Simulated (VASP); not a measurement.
A run of VASP 6.6.1:

INCAR

```
  ALGO = Normal
  EDIFF = 1E-6
  ENCUT = 520
  GGA = PS
  ISIF = 2
  ISMEAR = -1
  LASPH = T
  LCHARG = T
  LELF = T
  LREAL = F
  LVHAR = T
  LWAVE = F
  NBANDS = 9
  NELM = 80
  PREC = Accurate
  SIGMA = 0.1
```

KPOINTS

```
k-points
0
Gamma
  13 13 13
```

File POSCAR:

```
Te
1.0
    0.0000000000      2.2769035862      2.2769035862
    2.2769035862      0.0000000000      2.2769035862
    2.2769035862      2.2769035862      0.0000000000
Te
1
Direct
    0.0000000000      0.0000000000      0.0000000000
```

Potentials or basis: VASP PAW PBE potentials, release 64 (Te).

Launch:

```console
$ cat potpaw_PBE.64/Te/POTCAR > POTCAR
$ mpirun -np 1 vasp_std > vasp.out
```

Hardware: 1 thread of Intel Xeon 6975P-C, on a shared host.

**Question.** Estimate the wall time of this run.

**Answer.** Wall time 17 s on 1 thread of Intel Xeon 6975P-C, with other jobs on the host, peak memory 0.15 GiB. Counts: scf iterations 10, k points 84.
